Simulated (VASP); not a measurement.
Here is a VASP 6.6.1 calculation.

Contents of INCAR:

```
SYSTEM = SiC
ALGO = Normal ; EDIFF = 1E-7
ENCUT = 520 ; GGA = PS
ISIF = 2 ; ISMEAR = 0
LASPH = .TRUE. ; LCHARG = .FALSE.
LREAL = .FALSE. ; LWAVE = .FALSE.
NBANDS = 11 ; NELM = 60
PREC = Accurate ; SIGMA = 0.05
```

File KPOINTS:

```
k-points
0
G
  10 10 10
  0 0 0
```

File POSCAR:

```
SiC
1.0
    0.0000000000      2.1783895848      2.1783895848
    2.1783895848      0.0000000000      2.1783895848
    2.1783895848      2.1783895848      0.0000000000
Si C
1 1
Direct
   -0.0011779326      0.0106013933      0.0011779326
    0.7527543283      0.7252110456      0.7472456717
```

Potentials or basis: VASP PAW PBE potentials, release 64 (Si, C).

The run is started by

```sh
$ cat potpaw_PBE.64/Si/POTCAR potpaw_PBE.64/C/POTCAR > POTCAR
$ mpirun -np 1 vasp_std > vasp.out
```

**Question.** Estimate the band gap on the k mesh.

**Answer.** 0.72 eV, indirect (least direct gap 4.21 eV).

**Question.** Predict the largest force.

**Answer.** 2.164 eV/Å.

Forces in eV/Å, atoms in the order of the input:
```
Si  -1.652  0.409 -1.336
C    1.652 -0.409  1.336
```

Caveat: the cell differs from its parent crystal (mode 4 frozen in at -0.060 Å and mode 5 at -0.048 Å (largest displacements)); the PAW data sets were made with another functional, which shifts forces and pressure a little. A k mesh can miss the band edges.
